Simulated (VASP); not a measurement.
**WSe: relaxation of cell and atoms with PBEsol**

WSe:

```
CELL_PARAMETERS angstrom
3.11845 0.00000 0.00000
-1.55923 2.70066 0.00000
0.00000 0.00000 7.58285
ATOMIC_POSITIONS crystal
W 0.00000 0.00000 0.00000
W 0.00000 0.00000 0.50000
Se 0.33333 0.66667 0.25000
Se 0.66667 0.33333 0.75000
```

```
Program                : VASP 6.6.1
Task                   : relaxation of cell and atoms
Functional             : PBEsol
Potentials or basis    : VASP PAW PBE potentials, release 64 (W_sv, Se)
Cutoff                 : 600 eV
k mesh                 : 18 × 18 × 6
Occupations            : gaussian, width 0.1 eV
Spin                   : no spin polarisation
Dipole correction      : no
Further INCAR settings : ALGO = Normal; EDIFF = 1e-06; IBRION = 2; EDIFFG = -0.01; NSW = 100; ISIF = 3
```

```yaml
Relaxed_volume: 15.98 Å³/atom
Relaxed_cell: a = 3.105 Å, b = 3.105 Å, c = 7.652 Å, α = 90.00°, β = 90.00°, γ = 120.00°
Space_group_after_relaxing_to_0.1_Å: P6_3/mmc (No. 194)
Energy_gained_by_relaxing: 0.8 meV/atom
Ionic_steps: 5
Pressure_after_relaxing: 0.0 GPa
Band_gap_on_the_k_mesh: zero (bands 20 and 21 overlap by 1.43 eV)
```

The path:
```
step  energy change (eV)  largest force (eV/Å)  pressure (GPa)  volume (Å³)
   1              0.0000                0.0000            0.46        63.86
   2             -0.0017                0.0000           -1.12        64.29
   3             -0.0020                0.0000           -0.70        64.17
   4             -0.0032                0.0000            0.10        63.85
   5             -0.0033                0.0000           -0.02        63.90
```

Final structure:
```yaml
crystal:
  lattice:
    - [3.10533, 0.00000, 0.00000]
    - [-1.55266, 2.68929, 0.00000]
    - [0.00000, 0.00000, 7.65212]
  atoms:
    - { symbol: W, position: [0.00000, 0.00000, 0.00000] }
    - { symbol: W, position: [0.00000, 0.00000, 0.50000] }
    - { symbol: Se, position: [0.33333, 0.66667, 0.25000] }
    - { symbol: Se, position: [0.66667, 0.33333, 0.75000] }
```

Levels at points of the mesh, in eV from the Fermi level:
```
           k point  band 18  band 19  band 20  band 21  band 22  band 23
(0.00, 0.00, 0.00)    -1.46    -0.53    -0.53    -0.05    -0.05     0.59
(0.50, 0.00, 0.00)    -2.15    -0.49    -0.34     1.10     2.64     2.71
(0.00, 0.00, 0.50)    -2.56    -0.27    -0.27    -0.27    -0.27     2.34
(0.50, 0.00, 0.50)    -3.60     0.34     0.34     2.03     2.03     2.38
```

Run time: 19 min on 1 thread of Intel Xeon 8259CL, on a shared host, peak memory 0.41 GiB.

Caveat: the PAW data sets were made with another functional, which shifts forces and pressure a little; spin-orbit coupling is left out, which moves the levels of the heavy elements.
